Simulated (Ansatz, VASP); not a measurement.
**Two plane-wave programs on BaTaH5**

```xyz
7
Lattice="3.8183 0.0000 0.0000 0.0000 3.8183 0.0000 0.0000 0.0000 6.1861" Properties=species:S:1:pos:R:3 pbc="T T T"
Ba    0.0000    0.0000    0.0000
Ta    0.0000    0.0000    3.0931
H     1.9092    1.9092    0.0000
H     1.9092    0.0000    4.2953
H     0.0000    1.9092    4.2953
H     1.9092    0.0000    1.8908
H     0.0000    1.9092    1.8908
```

Change from the starting cell: species swapped into the PrIn5Ir type (P4/mmm, No. 123).

Alike in both runs: task single point; functional PBE; k mesh 4 × 4 × 4; occupations gaussian, width 0.1 eV; no spin polarisation.

|  | VASP | Ansatz |
| --- | --- | --- |
| version | VASP 6.6.1 | Ansatz 0.2.0 |
| potentials or method | VASP PAW PBE potentials, release 64 (Ba_sv, Ta_pv, H), cutoff 520 eV | scalar-relativistic, plane waves, PAW |
| valence electrons in the cell | 26 | 28 |

```csv
,VASP,Ansatz,Ansatz less VASP
gap on the k mesh at the Fermi level (eV),none,none,-
pressure (GPa),-8.4,-9.1,-0.66
"traceless stress, the component that is largest in VASP (GPa)",16.31,16.01,-0.300
rms of the force components (eV/Å),0.498,0.488,-0.0102
```

Atom by atom the forces differ by 0.010 eV/Å (rms over components). A gap of «none» marks a metal or a gap that the smearing closes. VASP's potentials hold 26 valence electrons a cell and Ansatz's 28, so a difference there can come from the potentials and not from the codes.

The k mesh is coarse, so the values compare programs but aren't converged. Neither program's run includes spin-orbit coupling.
